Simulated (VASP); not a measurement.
**Sn: single point with PBEsol**

The system is Sn.

```
CELL_PARAMETERS angstrom
-2.91964 2.91964 1.59380
2.91964 -2.91964 1.59380
2.91964 2.91964 -1.59380
ATOMIC_POSITIONS crystal
Sn 0.00000 0.00000 0.00000
Sn 0.75000 0.25000 0.50000
```

| Property | Result |
| --- | --- |
| Program | VASP 6.6.1 |
| Task | single point |
| Functional | PBEsol |
| Potentials or basis | VASP PAW PBE potentials, release 64 (Sn_d) |
| Cutoff | 520 eV |
| k mesh | 10 × 10 × 10 |
| Occupations | fermi-dirac, width 0.1 eV |
| Spin | no spin polarisation |

```
Pressure               : -0.6 GPa
Band gap on the k mesh : zero (bands 14 and 15 overlap by 3.88 eV)
```

Stress tensor (GPa, compression positive):
```
-0.26  0.00  0.00
 0.00 -0.26  0.00
 0.00  0.00 -1.20
```

Levels at points of the mesh, in eV from the Fermi level:
```
           k point  band 11  band 12  band 13  band 14  band 15  band 16  band 17  band 18
(0.00, 0.00, 0.00)   -11.16    -3.66    -1.99    -1.99     2.94     6.20     6.20     6.77
(0.50, 0.00, 0.00)    -6.97    -5.44    -2.35    -1.72    -1.17     2.21     2.82     4.66
(0.50, 0.50, 0.00)    -8.92    -8.92     0.58     0.58     1.55     1.55     5.94     5.94
(0.50, 0.50, 0.50)    -7.57    -7.57    -4.83    -4.83     4.96     4.96     9.36     9.36
```

It took 2.9 min on 1 thread of Intel Xeon 8259CL, with other jobs on the host, peak memory 0.26 GiB.

Caveat: the PAW data sets were made with another functional, which shifts forces and pressure a little; spin-orbit coupling is left out, which moves the levels of the heavy elements.
